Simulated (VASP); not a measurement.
ZrB2, 3 atoms in the cell. Symmetry: P6/mmm, No. 191, hexagonal system. The conventional cell has a = 3.123 Å, b = 3.123 Å, c = 3.565 Å, α = 90.00°, β = 90.00°, γ = 120.00°. Zr (site symmetry 6/mmm) has 12 B at 2.54 Å and 6 Zr at 3.12 Å within 3.3 Å. Within 2.4 Å of B (site symmetry -6m2) lie 3 B at 1.80 Å. 

- Program: VASP 6.6.1
- Task: single point
- Functional: PBEsol
- Potentials or basis: VASP PAW PBE potentials, release 64 (Zr_sv, B)
- Cutoff: 520 eV
- k mesh: 15 × 15 × 12
- Occupations: gaussian, width 0.15 eV
- Spin: no spin polarisation
- Dipole correction: no
- Further INCAR settings: ALGO = Normal; EDIFF = 1e-07; NBANDS = 16

Potentials or basis: VASP PAW PBE potentials, release 64 (Zr_sv, B).

The run is started by

```sh
$ cat potpaw_PBE.64/Zr_sv/POTCAR potpaw_PBE.64/B/POTCAR > POTCAR
$ mpirun -np 1 vasp_std > vasp.out
```

Hardware: 1 thread of AMD EPYC 9R45 96-Core Processor (Zen 5), with other jobs on the host.

Problem. How long does it take, and how much memory?

Solution. Wall time 42 s on 1 thread of AMD EPYC 9R45 96-Core Processor (Zen 5), on a shared host, peak memory 0.18 GiB. Counts: scf iterations 14, k points 189.
